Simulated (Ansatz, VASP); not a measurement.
Two plane-wave programs on SnSe

INCAR

```
SYSTEM = SnSe
ALGO = Normal
DIPOL = 0.5 0.5 0.500
EDIFF = 1E-6
ENCUT = 400
GGA = PE
GGA_COMPAT = .FALSE.
IDIPOL = 3
ISIF = 2
ISMEAR = -1
LASPH = .TRUE.
LCHARG = .FALSE.
LDIPOL = .TRUE.
LREAL = .FALSE.
LWAVE = .FALSE.
NBANDS = 50
NELM = 120
NELMDL = -8
PREC = Accurate
SIGMA = 0.05
```

KPOINTS

```
k-points
0
G
  7 7 1
  0 0 0
```

The input POSCAR:

```
SnSe
1.0
    4.2567828227      0.0000000000      0.0000000000
   -2.1283914114      3.6864820629      0.0000000000
    0.0000000000      0.0000000000     27.1647701718
Se Sn
4 4
Direct
    0.3333333333      0.6666666667      0.2760928936
    0.0000000000      0.0000000000      0.4040398115
    0.6666666667      0.3333333333      0.5319867295
    0.3333333333      0.6666666667      0.6599336474
    0.6666666667      0.3333333333      0.3400663526
    0.3333333333      0.6666666667      0.4680132705
    0.0000000000      0.0000000000      0.5959601885
    0.6666666667      0.3333333333      0.7239071064
```

input.yaml

```yaml
crystal:
  lattice:
    - [4.2567828227, 0.0, 0.0]
    - [-2.1283914114, 3.6864820629, 0.0]
    - [0.0, 0.0, 27.1647701718]
  atoms:
    - { symbol: Se, position: [0.3333333333, 0.6666666667, 0.2760928936] }
    - { symbol: Sn, position: [0.6666666667, 0.3333333333, 0.3400663526] }
    - { symbol: Se, position: [0.0, 0.0, 0.4040398115] }
    - { symbol: Sn, position: [0.3333333333, 0.6666666667, 0.4680132705] }
    - { symbol: Se, position: [0.6666666667, 0.3333333333, 0.5319867295] }
    - { symbol: Sn, position: [0.0, 0.0, 0.5959601885] }
    - { symbol: Se, position: [0.3333333333, 0.6666666667, 0.6599336474] }
    - { symbol: Sn, position: [0.6666666667, 0.3333333333, 0.7239071064] }
hamiltonian:
  xc: pbe
  pseudopotentials: { kind: paw }
kpoints:
  mp_grid: { grid: [7, 7, 1] }
scf:
  occupations: { method: fermi_dirac, width: 0.05 }
output:
  forces: true
  eigenvalues: true
efield:
  axis: 3
  dipole_correction: true
  ramp_width: 0.04
```

Alike in both runs: task single point; functional PBE; k mesh 7 × 7 × 1; occupations fermi-dirac, width 0.05 eV; no spin polarisation.

|  | VASP | Ansatz |
| --- | --- | --- |
| version | VASP 6.6.1 | Ansatz 0.2.0 |
| potentials or method | VASP PAW PBE potentials, release 64 (Se, Sn_d) | Ansatz PAW |
| plane-wave cutoff (eV) | 400 | 420 |
| valence electrons in the cell | 80 | 120 |

VASP gave:

| Item | Value |
| --- | --- |
| gap on the k mesh at the Fermi level (eV) | none |
| rms of the force components (eV/Å) | 0.597 |

Problem. Estimate Ansatz's values.

Solution. gap on the k mesh at the Fermi level (eV): none; rms of the force components (eV/Å): 0.598.

A gap of «none» marks a metal or a gap that the smearing closes. With one functional, cell and mesh, what is left measures potentials, basis and numerics. VASP's potentials hold 80 valence electrons a cell and Ansatz's 120, so a difference there can come from the potentials and not from the codes.
